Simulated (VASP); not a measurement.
# Ru (I4/mmm) in VASP: further runs

The runs below take Ru through single point, with PBE.

Everything below comes from runs of VASP 6.6.1. Logs are shortened: lines on timing, memory, paths and dates and some standing lists are left out, and cuts for length are marked.

### 1 The cell of the first run

Symmetry: I4/mmm, No. 139, tetragonal system. The conventional cell has a = 2.837 Å, b = 2.837 Å, c = 3.437 Å, α = 90.00°, β = 90.00°, γ = 90.00°. Ru (site symmetry 4/mmm) has 14 Ru at 2.64 to 3.44 Å within 3.5 Å.

### 2 Single point, PBE (13.83 Å³/atom)

Input file INCAR:

```
SYSTEM = Ru
PREC = Accurate
ENCUT = 520
EDIFF = 1E-6
ISMEAR = 0
SIGMA = 0.15
LREAL = .False.
LASPH = .True.
NELM = 100
ALGO = Fast
ISIF = 2
LWAVE = .False.
LCHARG = .False.
GGA = PE
NBANDS = 13
```

Input file KPOINTS:

```
Automatic mesh
0
Gamma
  22 22 22
  0 0 0
```

Input file POSCAR:

```
Ru
1.0
    0.0000000000      2.0057220899      1.7187032588
    2.0057220899      0.0000000000      1.7187032588
    2.0057220899      2.0057220899      0.0000000000
Ru
1
Direct
    0.0000000000      0.0000000000      0.0000000000
```

Potentials or basis: VASP PAW PBE potentials, release 64 (Ru_pv).

Command:

```console
$ cat potpaw_PBE.64/Ru_pv/POTCAR > POTCAR
$ mpirun -np 1 vasp_std > vasp.out
```

OUTCAR:

```text
SYSTEM = Ru
   PREC = Accurate
   ENCUT = 520
   EDIFF = 1E-6
   ISMEAR = 0
   LREAL = .False.
   LASPH = .True.
   NELM = 100
   ISIF = 2
   GGA = PE

 ion  position               nearest neighbor table
   1  0.000  0.000  0.000-

  LATTYP: Found a body centered tetragonal cell.
 ALAT       =     2.8365193819
 C/A-ratio  =     1.2118396016

  Lattice vectors:

 A1 = (   0.0000000000,  -2.0057220899,  -1.7187032588)
 A2 = (   0.0000000000,   2.0057220899,  -1.7187032588)
 A3 = (   2.0057220899,   0.0000000000,   1.7187032588)

Analysis of symmetry for initial positions (statically):
=====================================================================
 Subroutine PRICEL returns:
 Original cell was already a primitive cell.

 Routine SETGRP: Setting up the symmetry group for a
 body centered tetragonal supercell.

 Subroutine GETGRP returns: Found 16 space group operations
 (whereof 16 operations were pure point group operations)
 out of a pool of 16 trial point group operations.

The static configuration has the point symmetry D_4h.

Analysis of symmetry for dynamics (positions and initial velocities):
=====================================================================
 Subroutine PRICEL returns:
 Original cell was already a primitive cell.

 Routine SETGRP: Setting up the symmetry group for a
 body centered tetragonal supercell.

 Subroutine GETGRP returns: Found 16 space group operations
 (whereof 16 operations were pure point group operations)
 out of a pool of 16 trial point group operations.

The dynamic configuration has the point symmetry D_4h.

 Subroutine INISYM returns: Found 16 space group operations
 (whereof 16 operations are pure point group operations),
 and found     1 'primitive' translations

----------------------------------------------------------------------------------------

                                     Primitive cell

  volume of cell :      13.8284

  direct lattice vectors                    reciprocal lattice vectors
     0.000000000  2.005722090  1.718703259    -0.249286779  0.249286779  0.290917002
     2.005722090  0.000000000  1.718703259     0.249286779 -0.249286779  0.290917002
     2.005722090  2.005722090  0.000000000     0.249286779  0.249286779 -0.290917002

  length of vectors
     2.641375020  2.641375020  2.836519382     0.457078220  0.457078220  0.457078220

  position of ions in fractional coordinates (direct lattice)
     0.000000000  0.000000000  0.000000000

  ion indices of the primitive-cell ions
   primitive index   ion index
                 1           1

----------------------------------------------------------------------------------------

 KPOINTS: Automatic mesh

Automatic generation of k-mesh.
 Grid dimensions read from file:
 generate k-points for:   22   22   22

 Generating k-lattice:

  Cartesian coordinates                     Fractional coordinates (reciprocal lattice)
    -0.011331217  0.011331217  0.013223500     0.045454545  0.000000000  0.000000000
     0.011331217 -0.011331217  0.013223500     0.000000000  0.045454545  0.000000000
     0.011331217  0.011331217 -0.013223500    -0.000000000 -0.000000000  0.045454545

  Length of vectors
     0.020776283  0.020776283  0.020776283

  Shift w.r.t. Gamma in fractional coordinates (k-lattice)
     0.000000000  0.000000000  0.000000000

 Subroutine IBZKPT returns following result:
 ===========================================

 Found    834 irreducible k-points:

 Following reciprocal coordinates:
            Coordinates               Weight
  0.000000  0.000000  0.000000      1.000000
  0.045455  0.000000  0.000000      8.000000
  0.090909  0.000000  0.000000      8.000000
  0.136364  0.000000  0.000000      8.000000
  0.181818  0.000000  0.000000      8.000000
  0.227273 -0.000000  0.000000      8.000000
[... 16 lines left out ...]
  0.500000  0.045455  0.000000      8.000000
 -0.454545  0.045455  0.000000      8.000000
 [... further k-points ...]
   k-points           NKPTS =    834   k-points in BZ     NKDIM =    834   number of bands    NBANDS=     13
   number of dos      NEDOS =    301   number of ions     NIONS =      1
   total plane-waves  NPLWV =   9600
   dimension x,y,z NGX =    20 NGY =   20 NGZ =   24
   dimension x,y,z NGXF=    40 NGYF=   40 NGZF=   48
   ions per type =               1
   NGX,Y,Z   is equivalent  to a cutoff of  12.59, 12.59, 14.07 a.u.
   NGXF,Y,Z  is equivalent  to a cutoff of  25.18, 25.18, 28.13 a.u.
 SYSTEM =  Ru
   PREC   = accura    normal or accurate (medium, high low for compatibility)
   ISTART =      0    job   : 0-new  1-cont  2-samecut
   ICHARG =      2    charge: 1-file 2-atom 10-const
   ISPIN  =      1    spin polarized calculation?
   LNONCOLLINEAR =      F non collinear calculations
   LSORBIT =      F    spin-orbit coupling
   LASPH  =      T    aspherical Exc in radial PAW
   ENCUT  =  520.0 eV  38.22 Ry    6.18 a.u.   4.91  4.91  5.27*2*pi/ulx,y,z
   NELM   =    100;   NELMIN=  2; NELMDL= -5     # of ELM steps
   EDIFF  = 0.1E-05   stopping-criterion for ELM
   LREAL  =      F    real-space projection
   EDIFFG = 0.1E-04   stopping-criterion for IOM
   NSW    =      0    number of steps for IOM
   IBRION =     -1    ionic relax: 0-MD 1-quasi-New 2-CG
   NFREE  =      0    steps in history (QN), initial steepest desc. (CG)
   ISIF   =      2    stress and relaxation
   ISYM   =      2    0-nonsym 1-usesym 2-fastsym
   POTIM  = 0.5000    time-step for ionic-motion
   TEBEG  =    0.0;   TEEND  =   0.0 temperature during run
   PSTRESS=    0.0 pullay stress
   NELECT =      14.0000    total number of electrons
   NUPDOWN=      -1.0000    fix difference up-down
   EMIN   =  10.00;   EMAX   =-10.00  energy-range for DOS
   EFERMI =   0.00;   METHOD = LEGACY
   ISMEAR =     0;   SIGMA  =   0.15  broadening in eV -4-tet -1-fermi 0-gaus
   EFERMI_NEDOS =   21; number of points for ismear=-14 and -15
   IALGO  =     68    algorithm
   IMIX   =      4    mixing-type and parameters
     AMIX     =   0.40;   BMIX     =  1.00
     AMIX_MAG =   1.60;   BMIX_MAG =  1.00
  volume/ion in A,a.u.               =      13.83        93.32
  Fermi-wavevector in a.u.,A,eV,Ry     =   1.643842  3.106411 36.765882  2.702216
  Thomas-Fermi vector in A             =   2.733908
   LORBIT       =      0    0 simple, 1 ext, 2 COOP (PROOUT), +10 PAW based schemes
   GGA     = PE    functional components
   LHFCALC =     F    Hartree Fock is set to
   AEXX    =    0.0000 exact exchange contribution
   IVDW    =     0    specifies the selected vdW correction
   LEPSILON=     F    determine dielectric tensor
   LRPA    =     F    only Hartree local field effects (RPA)
 non-spin polarized calculation
 RMM-DIIS sequential band-by-band and
 Gauss-broadening in eV      SIGMA  =   0.15
  energy-cutoff  :      520.00
  volume of cell :       13.83
 maximum number of plane-waves:       394
   NGX =  9   NGY =  9   NGZ = 11

 number of electron      14.0000004 magnetization

 Free energy of the ion-electron system (eV)
  ---------------------------------------------------
  ext. energy  EPLUGINS =         0.00000000
  ---------------------------------------------------
  free energy    TOTEN  =        -8.95460670 eV

  energy without entropy =       -8.94149622  energy(sigma->0) =       -8.94805146

 E-fermi :  12.5150     XC(G=0): -14.0002

 val. band max:       12.5138937826   @ k =   0.3636   0.0000   0.3636
 cond. band min:      12.5184356242   @ k =   0.2727   0.2273   0.0000
 fundamental gap:      0.0045418417
 Fermi energy:        12.5149777114

 k-point     1 :       0.0000    0.0000    0.0000
  band No.  band energies     occupation
      1     -29.9714      2.00000
      2     -29.9714      2.00000
      3     -29.9539      2.00000
      4       4.6297      2.00000
      5       9.5492      2.00000
      6       9.5492      2.00000
      7      11.1558      2.00000
      8      11.1662      2.00000
      9      13.0268      0.00000
     10      23.0558      0.00000
     11      27.9432      0.00000
     12      31.4708      0.00000
     13      31.4708      0.00000

 k-point     2 :       0.0455    0.0000    0.0000
  band No.  band energies     occupation
      1     -29.9884      2.00000
      2     -29.9764      2.00000
      3     -29.9594      2.00000
      4       4.7179      2.00000
      5       9.5470      2.00000
      6       9.5824      2.00000
      7      11.1408      2.00000
      8      11.1631      2.00000
      9      12.9928      0.00001
     10      23.0559      0.00000
     11      28.0814      0.00000
     12      31.3998      0.00000
     13      31.6075      0.00000

 k-point     3 :       0.0909    0.0000    0.0000
  band No.  band energies     occupation
      1     -30.0495      2.00000
      2     -29.9909      2.00000
      3     -29.9634      2.00000
      4       4.9746      2.00000
      5       9.5339      2.00000
      6       9.6617      2.00000
      7      11.1119      2.00000
      8      11.1767      2.00000
      9      12.9023      0.00026
     10      23.0559      0.00000
     11      28.4652      0.00000
     12      31.0975      0.00000
     13      32.0107      0.00000

 k-point     4 :       0.1364    0.0000    0.0000
  band No.  band energies     occupation
      1     -30.1477      2.00000
      2     -30.0137      2.00000
      3     -29.9670      2.00000
      4       5.3721      2.00000
      5       9.5030      2.00000
      6       9.7270      2.00000
      7      11.1037      2.00000
      8      11.2734      2.00000
      9      12.7863      0.01053
     10      23.0558      0.00000
     11      28.9941      0.00000
     12      30.4493      0.00000
     13      32.6604      0.00000

 k-point     5 :       0.1818    0.0000    0.0000
  band No.  band energies     occupation
      1     -30.2730      2.00000
      2     -30.0429      2.00000
      3     -29.9713      2.00000
      4       5.8528      2.00000
      5       9.4860      2.00000
      6       9.7108      2.00000
      7      11.1333      2.00000
      8      11.5266      2.00000
      9      12.6894      0.10012
     10      23.0558      0.00000
     11      29.3439      0.00000
     12      29.6689      0.00000
     13      33.5257      0.00000

 k-point     6 :       0.2273   -0.0000    0.0000
  band No.  band energies     occupation
      1     -30.4140      2.00000
      2     -30.0760      2.00000
      3     -29.9760      2.00000
      4       6.3109      2.00000
      5       9.5872      2.00000
      6       9.6039      2.00000
      7      11.1749      2.00000
      8      11.9472      2.00000
      9      12.6639      0.16032
     10      23.0558      0.00000
     11      28.4114      0.00000
     12      29.7211      0.00000
     13      34.5654      0.00000

 k-point     7 :       0.2727    0.0000    0.0000
  band No.  band energies     occupation
      1     -30.5589      2.00000
      2     -30.1104      2.00000
      3     -29.9809      2.00000
      4       6.6108      2.00000
      5       9.4455      2.00000
      6       9.9503      2.00000
      7      11.1864      2.00000
      8      12.4877      1.20310
      9      12.7479      0.02809
     10      23.0556      0.00000
     11      27.2938      0.00000
     12      29.3662      0.00000
     13      35.7193      0.00000
[... 193 lines left out ...]
 k-point    20 :       0.3636    0.0455    0.0000
  band No.  band energies     occupation
      1     -30.7943      2.00000
      2     -30.1806      2.00000
      3     -29.9942      2.00000
      4       6.7422      2.00000
      5       9.2319      2.00000
      6      10.9866      2.00000
      7      11.0953      2.00000
      8      13.2216      0.00000
      9      13.7386      0.00000
     10      23.0550      0.00000
     11      25.1255      0.00000
     12      28.2326      0.00000
     13      34.1115      0.00000

 k-point    21 :       0.4091    0.0455    0.0000
  band No.  band energies     occupation
      1     -30.8897      2.00000
      2     -30.2021      2.00000
      3     -30.0003      2.00000
      4       6.6551      2.00000
      5       9.1034      2.00000
      6      10.9837      2.00000
      7      11.7111      2.00000
      8      13.7485      0.00000
      9      14.2294      0.00000
     10      23.0533      0.00000
     11      23.9312      0.00000
     12      27.6094      0.00000
     13      33.1397      0.00000

 k-point    22 :       0.4545    0.0455    0.0000
  band No.  band energies     occupation
      1     -30.9523      2.00000
      2     -30.2152      2.00000
      3     -30.0059      2.00000
      4       6.5794      2.00000
      5       9.0147      2.00000
      6      10.8832      2.00000
      7      12.2815      1.97230
      8      14.2577      0.00000
      9      14.5565      0.00000
     10      22.9205      0.00000
     11      23.0755      0.00000
     12      27.2069      0.00000
     13      32.4980      0.00000

 k-point    23 :       0.5000    0.0455    0.0000
  band No.  band energies     occupation
      1     -30.9777      2.00000
      2     -30.2190      2.00000
      3     -30.0107      2.00000
      4       6.5463      2.00000
      5       8.9740      2.00000
      6      10.8066      2.00000
      7      12.6179      0.33198
      8      14.5210      0.00000
      9      14.6559      0.00000
     10      22.4459      0.00000
     11      23.0606      0.00000
     12      27.0369      0.00000
     13      32.3069      0.00000

 k-point    24 :      -0.4545    0.0455    0.0000
  band No.  band energies     occupation
      1     -30.9641      2.00000
      2     -30.2131      2.00000
      3     -30.0142      2.00000
      4       6.5652      2.00000
      5       8.9850      2.00000
      6      10.7623      2.00000
      7      12.6657      0.15526
      8      14.3753      0.00000
      9      14.5042      0.00000
     10      22.6641      0.00000
     11      23.0631      0.00000
     12      27.0937      0.00000
     13      32.6054      0.00000

 [... further k-points ...]
[... 5 lines left out ...]
  --------------------------------------------------------------------------------------
  -------------------------------------------------------------------------------------
  Total       -0.8145804     -0.8145804      2.4070903      0.0000000      0.0000000     -0.0000000
  in kB      -94.3782903    -94.3782903    278.8884712      0.0000000      0.0000000     -0.0000000
  external PRESSURE =      30.0439635 kB  Pullay stress =       0.0000000 kB

 VOLUME and BASIS-vectors are now :
 -----------------------------------------------------------------------------
  energy-cutoff  :      520.00
  volume of cell :       13.83
      direct lattice vectors                 reciprocal lattice vectors
     0.000000000  2.005722090  1.718703259    -0.249286779  0.249286779  0.290917002
     2.005722090  0.000000000  1.718703259     0.249286779 -0.249286779  0.290917002
     2.005722090  2.005722090  0.000000000     0.249286779  0.249286779 -0.290917002

 POSITION                                       TOTAL-FORCE (eV/Angst)
 -----------------------------------------------------------------------------------
      0.00000      0.00000      0.00000         0.000000      0.000000      0.000000
 -----------------------------------------------------------------------------------
    total drift:                                0.000000     -0.000000      0.000000

  FREE ENERGIE OF THE ION-ELECTRON SYSTEM (eV)
  ---------------------------------------------------
  free  energy   TOTEN  =        -8.9546067047 eV

  energy  without entropy=       -8.9414962166  energy(sigma->0) =       -8.94805146
```

Run time: 53 s. Hardware: 1 thread of Intel Xeon 6975P-C (Granite Rapids), shared host; peak memory 0.24 GiB.

What came out:

```
Free energy            : -8.9546 eV
Pressure               : 3.0 GPa
Band gap on the k mesh : zero (bands 7 and 8 overlap by 3.81 eV)
```

Caveat: the cell stands under pressure.

### 3 Single point, PBE (13.83 Å³/atom)

Input file INCAR:

```
PREC = Accurate
ENCUT = 520
EDIFF = 1E-6
ISMEAR = 0
SIGMA = 0.15
LREAL = F
LASPH = T
NELM = 80
ALGO = Fast
ISIF = 2
LWAVE = F
LCHARG = F
GGA = PE
NBANDS = 13
```

Input file KPOINTS:

```
regular mesh
0
Gamma
  22 22 22
```

Input file POSCAR:

```
Ru
1.0
    0.0000000000      2.2232308861      1.3988568735
    2.2232308861      0.0000000000      1.3988568735
    2.2232308861      2.2232308861      0.0000000000
Ru
1
Direct
    0.0000000000      0.0000000000      0.0000000000
```

Potentials or basis: VASP PAW PBE potentials, release 64 (Ru_pv).

Command:

```console
$ cat potpaw_PBE.64/Ru_pv/POTCAR > POTCAR
$ mpirun -np 1 vasp_std > vasp.out
```

Wall time 56 s (1 thread of Intel Xeon 6975P-C (Granite Rapids), shared host); peak memory 0.24 GiB.

Results (log left out):

```yaml
Free_energy: -8.6728 eV
Pressure: 8.4 GPa
Band_gap_on_the_k_mesh: zero (bands 7 and 8 overlap by 3.67 eV)
```

Stress tensor (GPa, compression positive):
```
11.47  0.00  0.00
 0.00 11.47  0.00
 0.00  0.00  2.29
```

Levels at points of the mesh, in eV from the Fermi level:
```tsv
k point	band 4	band 5	band 6	band 7	band 8	band 9	band 10	band 11
(0.00, 0.00, 0.00)	-7.99	-3.55	-2.26	-2.26	-0.97	0.57	10.57	16.51
(0.50, 0.00, 0.00)	-6.25	-4.95	-0.19	1.28	1.64	2.45	10.56	10.91
(0.50, 0.50, 0.00)	-6.41	-6.20	1.80	1.80	2.13	8.27	8.27	10.56
(0.50, 0.00, 0.50)	-6.11	-3.60	-1.12	-0.04	0.62	2.35	9.58	10.57
```

Caveat: the cell stands under pressure.

### 4 Single point, PBE (13.83 Å³/atom)

Input file INCAR:

```
PREC = Accurate
ENCUT = 520
EDIFF = 1E-7
ISMEAR = 0
SIGMA = 0.15
LREAL = F
LASPH = T
NELM = 100
ALGO = Fast
ISIF = 2
LWAVE = F
LCHARG = F
GGA = PE
NBANDS = 13
```

KPOINTS is that of step 3.

Input file POSCAR:

```
Ru
1.0
    0.0000000000      1.9547477292      1.8095099730
    1.9547477292      0.0000000000      1.8095099730
    1.9547477292      1.9547477292      0.0000000000
Ru
1
Direct
    0.0000000000      0.0000000000      0.0000000000
```

Command:

```console
$ cat potpaw_PBE.64/Ru_pv/POTCAR > POTCAR
$ mpirun -np 1 vasp_std > vasp.out
```

Run time: 70 s. Hardware: 1 thread of Intel Xeon 6975P-C (Granite Rapids), shared host; peak memory 0.25 GiB.

Results (log left out):

* Free energy: -9.0852 eV
* Pressure: 0.8 GPa
* Band gap on the k mesh: zero (bands 7 and 8 overlap by 3.68 eV)

Stress tensor (GPa, compression positive):
```
-5.87  0.00  0.00
 0.00 -5.87  0.00
 0.00  0.00 14.11
```

Levels at points of the mesh, in eV from the Fermi level:
| k point | band 3 | band 4 | band 5 | band 6 | band 7 | band 8 | band 9 | band 10 | band 11 | band 12 |
| --- | --- | --- | --- | --- | --- | --- | --- | --- | --- | --- |
| (0.00, 0.00, 0.00) | -42.44 | -7.82 | -2.79 | -2.79 | -1.91 | -0.72 | 0.31 | 10.55 | 15.16 | 19.83 |
| (0.50, 0.00, 0.00) | -42.52 | -5.96 | -3.12 | -2.14 | 1.01 | 1.39 | 1.93 | 9.88 | 10.55 | 14.57 |
| (0.50, 0.50, 0.00) | -42.90 | -6.28 | -5.85 | 1.62 | 2.19 | 2.19 | 4.75 | 10.54 | 12.45 | 12.45 |
| (0.50, 0.00, 0.50) | -42.70 | -6.23 | -5.69 | 1.56 | 1.75 | 2.49 | 3.05 | 10.54 | 12.75 | 13.28 |

### 5 Overview

```csv
cell,further INCAR settings,gap on the mesh (eV),pressure (GPa)
"a = 2.641, b = 2.641, c = 2.837 Å, angles 57.5, 57.5, 65.0°, 1 atom",ALGO = Fast; EDIFF = 1e-06; NBANDS = 13,none,3.0
"a = 2.627, b = 2.627, c = 3.144 Å, angles 53.2, 53.2, 73.5°, 1 atom",ALGO = Fast; EDIFF = 1e-06; NBANDS = 13,none,8.4
"a = 2.664, b = 2.664, c = 2.764 Å, angles 58.7, 58.7, 62.5°, 1 atom",ALGO = Fast; EDIFF = 1e-07; NBANDS = 13,none,0.8
```

Alike in all rows: task single point; level PBE; potentials or basis VASP PAW PBE potentials, release 64 (Ru_pv); no spin polarisation; k mesh 22 × 22 × 22; cutoff (eV) 520; smearing gaussian 0.15 eV.

Caveats: the cell stands under pressure (at least some runs).

Total energies depend on the potentials used, so only differences within one code and one set of settings carry meaning.
